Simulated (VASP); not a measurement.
SnO, 4 atoms in the cell. The structure is orthorhombic, space group Pmn2_1 (No. 31). The conventional cell has a = 3.399 Å, b = 5.749 Å, c = 4.278 Å, α = 90.00°, β = 90.00°, γ = 90.00°. Sn (site symmetry m) has 3 O at 2.18 to 2.19 Å within 2.9 Å. O (site symmetry m) has 3 Sn at 2.18 to 2.19 Å and 4 O at 3.00 Å within 3.1 Å. 

```yaml
Program: VASP 6.6.1
Task: single point
Functional: LDA
Potentials_or_basis: VASP PAW LDA potentials, release 64 (Sn_d, O)
Cutoff: 520 eV
k_mesh: 8 × 5 × 6
Occupations: fermi-dirac, width 0.05 eV
Spin: no spin polarisation
Dipole_correction: no
Further_INCAR_settings: ALGO = Normal; EDIFF = 1e-06; NBANDS = 28
```

Potentials or basis: VASP PAW LDA potentials, release 64 (Sn_d, O).

Launch:

```bash
$ cat potpaw_LDA.64/Sn_d/POTCAR potpaw_LDA.64/O/POTCAR > POTCAR
$ mpirun -np 1 vasp_std > vasp.out
```

Hardware: 1 thread of AMD EPYC 9R45 96-Core Processor (Zen 5), with other jobs on the host.

Estimate the wall time of this run.

It took 58 s on 1 thread of AMD EPYC 9R45 96-Core Processor (Zen 5) (shared host), peak memory 0.21 GiB. Counts: scf iterations 14, k points 60.
